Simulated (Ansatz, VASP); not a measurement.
## SnO2 in VASP and in Ansatz

The input INCAR:

```
PREC     = Accurate       # precision mode
ENCUT    = 600            # plane-wave cutoff, eV
EDIFF    = 1E-6           # SCF threshold, eV
ISMEAR   = 0              # smearing method
SIGMA    = 0.02           # smearing width, eV
LREAL    = F              # projectors in reciprocal space
LASPH    = T              # aspherical terms in the spheres
NELM     = 60             # most SCF steps
ALGO     = Normal         # electronic algorithm
ISIF     = 3              # what is computed and relaxed
LWAVE    = F              # write WAVECAR
LCHARG   = F              # write CHGCAR
GGA      = PE             # functional
IBRION   = 2              # ionic algorithm
NSW      = 80             # ionic steps
EDIFFG   = -0.01          # ionic threshold
```

File KPOINTS:

```
Automatic mesh
0
Gamma
  12 12 6
```

The input POSCAR:

```
SnO2
1.0
    3.2226674341      0.0000000000      0.0000000000
   -1.6113337171      2.7909118659      0.0000000000
    0.0000000000      0.0000000000      5.4788109562
Sn O
1 2
Direct
    0.0000000000      0.0000000000      0.0000000000
    0.6666666667      0.3333333333      0.8148280468
    0.3333333333      0.6666666667      0.1851719532
```

Input for Ansatz:

```yaml
crystal:
  lattice:
    - [3.2226674341, 0.0, 0.0]
    - [-1.6113337171, 2.7909118659, 0.0]
    - [0.0, 0.0, 5.4788109562]
  atoms:
    - { symbol: Sn, position: [0.0, 0.0, 0.0] }
    - { symbol: O, position: [0.6666666667, 0.3333333333, 0.8148280468] }
    - { symbol: O, position: [0.3333333333, 0.6666666667, 0.1851719532] }
basis:
  ecutwfc: 420
kpoints:
  mp_grid: { grid: [12, 12, 6] }
hamiltonian:
  xc: pbe
scf:
  occupations: { method: gaussian, width: 0.02 }
output:
  forces: true
  stress: true
  eigenvalues: true
relax:
  adjacent_minimum: "off"
  f_tol: 0.01
  max_steps: 60
  cell: { stress_tol: 0.1 }
```

Alike in both runs: task relaxation of cell and atoms; functional PBE; k mesh 12 × 12 × 6; occupations gaussian, width 0.02 eV; no spin polarisation.

|  | VASP | Ansatz |
| --- | --- | --- |
| version | VASP 6.6.1 | Ansatz 0.2.0 |
| potentials or method | VASP PAW PBE potentials, release 64 (Sn_d, O), cutoff 600 eV | scalar-relativistic, plane waves, PAW |
| valence electrons in the cell | 26 | 26 |

```csv
,VASP,Ansatz,Ansatz less VASP
"gap on the k mesh at the Fermi level, each at its own relaxed structure (eV)",2.15,2.30,+0.148
relaxed volume (Å³/atom),15.73,16.49,+0.760
relaxed cell length with the largest relative difference (Å),5.215,5.483,+0.2684
```

One of these differences is far larger than is usual between the two programs; its cause wasn't traced.
